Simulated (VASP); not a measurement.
Here is a VASP 6.6.1 calculation.

File INCAR:

```
SYSTEM = SrO
PREC = Accurate
ENCUT = 520
EDIFF = 1E-6
ISMEAR = -1
SIGMA = 0.02
LREAL = .FALSE.
LASPH = .TRUE.
NELM = 60
ALGO = Normal
ISIF = 2
LWAVE = .FALSE.
LCHARG = .TRUE.
GGA = CA
LELF = .TRUE.
LVHAR = .TRUE.
NBANDS = 15
```

Contents of KPOINTS:

```
Automatic mesh
0
G
  8 8 8
  0 0 0
```

POSCAR

```
SrO
1.0
    0.0000000000      2.5321730108      2.5321730108
    2.5321730108      0.0000000000      2.5321730108
    2.5321730108      2.5321730108      0.0000000000
Sr O
1 1
Direct
    0.0000000000      0.0000000000      0.0000000000
    0.5000000000      0.5000000000      0.5000000000
```

Potentials or basis: VASP PAW LDA potentials, release 64 (Sr_sv, O).

The run is started by

```bash
$ cat potpaw_LDA.64/Sr_sv/POTCAR potpaw_LDA.64/O/POTCAR > POTCAR
$ mpirun -np 1 vasp_std > vasp.out
```

Estimate the pressure.

0.8 GPa.

What does it give for the band gap on the k mesh?

3.06 eV, indirect (least direct gap 3.11 eV).

A k mesh can miss the band edges.
